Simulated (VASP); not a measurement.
# TiC (rock salt type) in VASP: notebook

Runs on TiC (rock salt type). Level: PBE. Tasks: single point.

All numbers are computed with VASP 6.6.1; they aren't measurements. Logs are shortened: lines on timing, memory, paths and dates and some standing lists are left out, and cuts for length are marked.

### 1 The cell of the first run

The structure is trigonal, space group R3m (No. 160). The conventional cell has a = 3.062 Å, b = 3.062 Å, c = 7.500 Å, α = 90.00°, β = 90.00°, γ = 120.00°. Ti (site symmetry 3m) has 6 C at 2.13 to 2.20 Å within 2.8 Å. Within 2.8 Å of C (site symmetry 3m) lie 6 Ti at 2.13 to 2.20 Å.

### 2 Single point, PBE

Contents of INCAR:

```
SYSTEM = TiC
PREC     = Accurate       ! precision mode
ENCUT    = 520            ! plane-wave cutoff, eV
EDIFF    = 1E-7           ! SCF threshold, eV
ISMEAR   = -1             ! smearing method
SIGMA    = 0.1            ! smearing width, eV
LREAL    = .FALSE.        ! projectors in reciprocal space
LASPH    = .TRUE.         ! aspherical terms in the spheres
NELM     = 100            ! most SCF steps
ALGO     = Normal         ! electronic algorithm
ISIF     = 2              ! what is computed and relaxed
LWAVE    = .FALSE.        ! write WAVECAR
LCHARG   = .FALSE.        ! write CHGCAR
GGA      = PE             ! functional
NBANDS   = 15             ! bands
```

Contents of KPOINTS:

```
Automatic mesh
0
G
  4 4 4
  0 0 0
```

Contents of POSCAR:

```
TiC
1.0
    0.0000000000      2.1650000000      2.1650000000
    2.1650000000      0.0000000000      2.1650000000
    2.1650000000      2.1650000000      0.0000000000
Ti C
1 1
Direct
    0.0080002347      0.0080002347      0.0080002347
    0.5000000000      0.5000000000      0.5000000000
```

Potentials or basis: VASP PAW PBE potentials, release 64 (Ti_sv, C).

The run is started by

```
> cat potpaw_PBE.64/Ti_sv/POTCAR potpaw_PBE.64/C/POTCAR > POTCAR
> mpirun -np 1 vasp_std > vasp.out
```

OUTCAR:

```text
SYSTEM = TiC
   PREC = Accurate
   ENCUT = 520
   EDIFF = 1E-7
   ISMEAR = -1
   LREAL = .FALSE.
   LASPH = .TRUE.
   NELM = 100
   ISIF = 2
   GGA = PE

 ion  position               nearest neighbor table
   1  0.008  0.008  0.008-   2 2.13   2 2.13   2 2.13   2 2.20   2 2.20   2 2.20
   2  0.500  0.500  0.500-   1 2.13   1 2.13   1 2.13   1 2.20   1 2.20   1 2.20

  LATTYP: Found a face centered cubic cell.
 ALAT       =     4.3300000000

  Lattice vectors:

 A1 = (   0.0000000000,   2.1650000000,   2.1650000000)
 A2 = (   2.1650000000,   0.0000000000,   2.1650000000)
 A3 = (   2.1650000000,   2.1650000000,   0.0000000000)

Analysis of symmetry for initial positions (statically):
=====================================================================
 Subroutine PRICEL returns:
 Original cell was already a primitive cell.

 Routine SETGRP: Setting up the symmetry group for a
 face centered cubic supercell.

 Subroutine GETGRP returns: Found  6 space group operations
 (whereof  6 operations were pure point group operations)
 out of a pool of 48 trial point group operations.

The static configuration has the point symmetry C_3v.

Analysis of symmetry for dynamics (positions and initial velocities):
=====================================================================
 Subroutine PRICEL returns:
 Original cell was already a primitive cell.

 Routine SETGRP: Setting up the symmetry group for a
 face centered cubic supercell.

 Subroutine GETGRP returns: Found  6 space group operations
 (whereof  6 operations were pure point group operations)
 out of a pool of 48 trial point group operations.

The dynamic configuration has the point symmetry C_3v.

 Subroutine INISYM returns: Found  6 space group operations
 (whereof  6 operations are pure point group operations),
 and found     1 'primitive' translations

----------------------------------------------------------------------------------------

                                     Primitive cell

  volume of cell :      20.2957

  direct lattice vectors                    reciprocal lattice vectors
     0.000000000  2.165000000  2.165000000    -0.230946882  0.230946882  0.230946882
     2.165000000  0.000000000  2.165000000     0.230946882 -0.230946882  0.230946882
     2.165000000  2.165000000  0.000000000     0.230946882  0.230946882 -0.230946882

  length of vectors
     3.061772363  3.061772363  3.061772363     0.400011734  0.400011734  0.400011734

  position of ions in fractional coordinates (direct lattice)
     0.008000235  0.008000235  0.008000235
     0.500000000  0.500000000  0.500000000

  ion indices of the primitive-cell ions
   primitive index   ion index
                 1           1
                 2           2

----------------------------------------------------------------------------------------

 KPOINTS: Automatic mesh

Automatic generation of k-mesh.
 Grid dimensions read from file:
 generate k-points for:    4    4    4

 Generating k-lattice:

  Cartesian coordinates                     Fractional coordinates (reciprocal lattice)
    -0.057736721  0.057736721  0.057736721     0.250000000  0.000000000  0.000000000
     0.057736721 -0.057736721  0.057736721     0.000000000  0.250000000  0.000000000
     0.057736721  0.057736721 -0.057736721     0.000000000  0.000000000  0.250000000

  Length of vectors
     0.100002933  0.100002933  0.100002933

  Shift w.r.t. Gamma in fractional coordinates (k-lattice)
     0.000000000  0.000000000  0.000000000

 Subroutine IBZKPT returns following result:
 ===========================================

 Found     13 irreducible k-points:

 Following reciprocal coordinates:
            Coordinates               Weight
  0.000000  0.000000  0.000000      1.000000
  0.250000  0.000000  0.000000      6.000000
  0.250000  0.250000  0.250000      2.000000
  0.500000  0.000000  0.000000      3.000000
  0.500000  0.500000  0.500000      1.000000
  0.250000  0.250000  0.000000      6.000000
  0.500000  0.250000  0.000000     12.000000
  0.250000  0.250000 -0.250000      6.000000
  0.500000  0.250000  0.500000      6.000000
 -0.250000  0.250000  0.000000      6.000000
  0.250000  0.250000  0.500000      6.000000
  0.500000  0.500000  0.000000      3.000000
 -0.250000  0.500000  0.250000      6.000000
   k-points           NKPTS =     13   k-points in BZ     NKDIM =     13   number of bands    NBANDS=     15
   number of dos      NEDOS =    301   number of ions     NIONS =      2
   total plane-waves  NPLWV =  13824
   dimension x,y,z NGX =    24 NGY =   24 NGZ =   24
   dimension x,y,z NGXF=    48 NGYF=   48 NGZF=   48
   ions per type =               1   1
   NGX,Y,Z   is equivalent  to a cutoff of  13.03, 13.03, 13.03 a.u.
   NGXF,Y,Z  is equivalent  to a cutoff of  26.06, 26.06, 26.06 a.u.
 SYSTEM =  TiC
   PREC   = accura    normal or accurate (medium, high low for compatibility)
   ISTART =      0    job   : 0-new  1-cont  2-samecut
   ICHARG =      2    charge: 1-file 2-atom 10-const
   ISPIN  =      1    spin polarized calculation?
   LNONCOLLINEAR =      F non collinear calculations
   LSORBIT =      F    spin-orbit coupling
   LASPH  =      T    aspherical Exc in radial PAW
   ENCUT  =  520.0 eV  38.22 Ry    6.18 a.u.   5.69  5.69  5.69*2*pi/ulx,y,z
   NELM   =    100;   NELMIN=  2; NELMDL= -5     # of ELM steps
   EDIFF  = 0.1E-06   stopping-criterion for ELM
   LREAL  =      F    real-space projection
   EDIFFG = 0.1E-05   stopping-criterion for IOM
   NSW    =      0    number of steps for IOM
   IBRION =     -1    ionic relax: 0-MD 1-quasi-New 2-CG
   NFREE  =      0    steps in history (QN), initial steepest desc. (CG)
   ISIF   =      2    stress and relaxation
   ISYM   =      2    0-nonsym 1-usesym 2-fastsym
   POTIM  = 0.5000    time-step for ionic-motion
   TEBEG  =    0.0;   TEEND  =   0.0 temperature during run
   PSTRESS=    0.0 pullay stress
   NELECT =      16.0000    total number of electrons
   NUPDOWN=      -1.0000    fix difference up-down
   EMIN   =  10.00;   EMAX   =-10.00  energy-range for DOS
   EFERMI =   0.00;   METHOD = LEGACY
   ISMEAR =    -1;   SIGMA  =   0.10  broadening in eV -4-tet -1-fermi 0-gaus
   EFERMI_NEDOS =   21; number of points for ismear=-14 and -15
   IALGO  =     38    algorithm
   IMIX   =      4    mixing-type and parameters
     AMIX     =   0.40;   BMIX     =  1.00
     AMIX_MAG =   1.60;   BMIX_MAG =  1.00
  volume/ion in A,a.u.               =      10.15        68.48
  Fermi-wavevector in a.u.,A,eV,Ry     =   1.512331  2.857892 31.118508  2.287146
  Thomas-Fermi vector in A             =   2.622270
   LORBIT       =      0    0 simple, 1 ext, 2 COOP (PROOUT), +10 PAW based schemes
   GGA     = PE    functional components
   LHFCALC =     F    Hartree Fock is set to
   AEXX    =    0.0000 exact exchange contribution
   IVDW    =     0    specifies the selected vdW correction
   LEPSILON=     F    determine dielectric tensor
   LRPA    =     F    only Hartree local field effects (RPA)
 non-spin polarized calculation
  energy-cutoff  :      520.00
  volume of cell :       20.30
 maximum number of plane-waves:       568
 NGX is ok and might be reduce to    24
   NGX = 11   NGY = 11   NGZ = 11

 number of electron      16.0000001 magnetization

 Free energy of the ion-electron system (eV)
  ---------------------------------------------------
  ext. energy  EPLUGINS =         0.00000000
  ---------------------------------------------------
  free energy    TOTEN  =       -18.64981788 eV

  energy without entropy =      -18.62479924  energy(sigma->0) =      -18.63730856

 E-fermi :   9.2981     XC(G=0): -12.7036

 val. band max:        9.1883559355   @ k =   0.2500   0.2500   0.0000
 cond. band min:       9.3403977175   @ k =   0.5000   0.5000   0.0000
 fundamental gap:      0.1520417820
 Fermi energy:         9.2980556732

 k-point     1 :       0.0000    0.0000    0.0000
  band No.  band energies     occupation
      1     -47.1215      2.00000
      2     -23.1491      2.00000
      3     -23.1475      2.00000
      4     -23.1475      2.00000
      5      -2.9953      2.00000
      6       9.9781      0.00222
      7      10.0861      0.00076
      8      10.0861      0.00076
      9      10.7873      0.00000
     10      10.7873      0.00000
     11      11.2469      0.00000
     12      11.5156      0.00000
     13      11.5156      0.00000
     14      19.8830      0.00000
     15      23.4483      0.00000

 k-point     2 :       0.2500    0.0000    0.0000
  band No.  band energies     occupation
      1     -47.0849      2.00000
      2     -23.4026      2.00000
      3     -23.1731      2.00000
      4     -23.1718      2.00000
      5      -1.6874      2.00000
      6       6.6433      2.00000
      7       7.7195      2.00000
      8       7.7610      2.00000
      9      11.2028      0.00000
     10      11.2078      0.00000
     11      12.2340      0.00000
     12      15.2892      0.00000
     13      15.3053      0.00000
     14      20.4949      0.00000
     15      23.8120      0.00000

 k-point     3 :       0.2500    0.2500    0.2500
  band No.  band energies     occupation
      1     -47.0850      2.00000
      2     -23.4033      2.00000
      3     -23.1717      2.00000
      4     -23.1717      2.00000
      5      -1.6888      2.00000
      6       6.6614      2.00000
      7       7.7057      2.00000
      8       7.7057      2.00000
      9      11.2168      0.00000
     10      11.2168      0.00000
     11      12.2852      0.00000
     12      15.2927      0.00000
     13      15.2927      0.00000
     14      20.5082      0.00000
     15      23.7803      0.00000
[... 145 lines left out ...]
 k-point    12 :       0.5000    0.5000    0.0000
  band No.  band energies     occupation
      1     -47.0239      2.00000
      2     -23.5860      2.00000
      3     -23.3177      2.00000
      4     -23.3167      2.00000
      5      -0.7146      2.00000
      6       5.9808      2.00000
      7       7.7531      2.00000
      8       9.3404      0.79140
      9       9.4414      0.38528
     10      12.1923      0.00000
     11      12.9738      0.00000
     12      12.9744      0.00000
     13      15.2391      0.00000
     14      21.1193      0.00000
     15      24.2932      0.00000

 k-point    13 :      -0.2500    0.5000    0.2500
  band No.  band energies     occupation
      1     -47.0238      2.00000
      2     -23.4524      2.00000
      3     -23.4524      2.00000
      4     -23.3248      2.00000
      5      -0.1210      2.00000
      6       6.2468      2.00000
      7       6.2713      2.00000
      8       6.7338      2.00000
      9      12.2190      0.00000
     10      12.2251      0.00000
     11      12.9775      0.00000
     12      14.5581      0.00000
     13      14.6653      0.00000
     14      23.3239      0.00000
     15      23.3315      0.00000

------------------------ aborting loop because EDIFF is reached ----------------------------------------

  FORCE on cell =-STRESS in cart. coord.  units (eV):
  Direction    XX          YY          ZZ          XY          YZ          ZX
  --------------------------------------------------------------------------------------
  -------------------------------------------------------------------------------------
  Total        0.1099143      0.1099143      0.1099143     -0.0815116     -0.0815116     -0.0815116
  in kB        8.6768306      8.6768306      8.6768306     -6.4346720     -6.4346720     -6.4346720
  external PRESSURE =       8.6768306 kB  Pullay stress =       0.0000000 kB

 VOLUME and BASIS-vectors are now :
 -----------------------------------------------------------------------------
  energy-cutoff  :      520.00
  volume of cell :       20.30
      direct lattice vectors                 reciprocal lattice vectors
     0.000000000  2.165000000  2.165000000    -0.230946882  0.230946882  0.230946882
     2.165000000  0.000000000  2.165000000     0.230946882 -0.230946882  0.230946882
     2.165000000  2.165000000  0.000000000     0.230946882  0.230946882 -0.230946882

 POSITION                                       TOTAL-FORCE (eV/Angst)
 -----------------------------------------------------------------------------------
      0.03464      0.03464      0.03464        -0.279191     -0.279191     -0.279191
      2.16500      2.16500      2.16500         0.279191      0.279191      0.279191
 -----------------------------------------------------------------------------------
    total drift:                                0.000032      0.000032      0.000032

  FREE ENERGIE OF THE ION-ELECTRON SYSTEM (eV)
  ---------------------------------------------------
  free  energy   TOTEN  =       -18.6498178764 eV

  energy  without entropy=      -18.6247992439  energy(sigma->0) =      -18.63730856
```

Run time: 11 s. Hardware: 1 thread of Intel Xeon 8259CL, shared host; peak memory 0.13 GiB.

Results:

- Free energy: -18.6498 eV
- Pressure: 0.9 GPa
- Largest force: 0.484 eV/Å
- Band gap on the k mesh: zero (bands 8 and 9 overlap by 0.90 eV)

Forces in eV/Å, atoms in the order of the input:
```
Ti  -0.279 -0.279 -0.279
C    0.279  0.279  0.279
```

Stress tensor (GPa, compression positive):
```
 0.87 -0.64 -0.64
-0.64  0.87 -0.64
-0.64 -0.64  0.87
```

Caveat: the k points lie up to 0.63 Å⁻¹ apart, too coarse for converged energies and pressures of a metal.

### 3 Single point, PBE

Contents of INCAR:

```
ALGO     = Normal         # electronic algorithm
EDIFF    = 1E-6           # SCF threshold, eV
ENCUT    = 520            # plane-wave cutoff, eV
GGA      = PE             # functional
ISIF     = 2              # what is computed and relaxed
ISMEAR   = -1             # smearing method
LASPH    = T              # aspherical terms in the spheres
LCHARG   = F              # write CHGCAR
LREAL    = F              # projectors in reciprocal space
LWAVE    = F              # write WAVECAR
NBANDS   = 15             # bands
NELM     = 80             # most SCF steps
PREC     = Accurate       # precision mode
SIGMA    = 0.1            # smearing width, eV
```

Contents of KPOINTS:

```
k-points
0
Gamma
  8 8 8
```

POSCAR, as its differences from that of step 2:

```diff
@@ -8,3 +8,3 @@
 Direct
-    0.0080002347      0.0080002347      0.0080002347
+    0.0000000000      0.0000000000      0.0000000000
     0.5000000000      0.5000000000      0.5000000000
```

Potentials or basis: VASP PAW PBE potentials, release 64 (Ti_sv, C).

The run is started by

```
> cat potpaw_PBE.64/Ti_sv/POTCAR potpaw_PBE.64/C/POTCAR > POTCAR
> mpirun -np 1 vasp_std > vasp.out
```

Wall time 16 s (1 thread of Intel Xeon 8259CL, shared host); peak memory 0.14 GiB.

The run converged. Its results:

* Free energy: -18.7121 eV
* Pressure: 0.7 GPa
* Band gap on the k mesh: zero (bands 8 and 9 overlap by 1.10 eV)

Levels at points of the mesh, in eV from the Fermi level:
```csv
k point,band 4,band 5,band 6,band 7,band 8,band 9,band 10,band 11,band 12,band 13
"(0.00, 0.00, 0.00)",-32.58,-12.37,0.73,0.73,0.73,1.71,1.71,1.71,1.75,1.75
"(0.50, 0.00, 0.00)",-32.62,-8.88,-5.81,-2.86,-2.86,2.95,2.95,4.14,8.20,8.20
"(0.50, 0.50, 0.00)",-32.75,-10.08,-3.40,-1.59,0.00,0.00,2.74,3.55,3.55,5.84
```
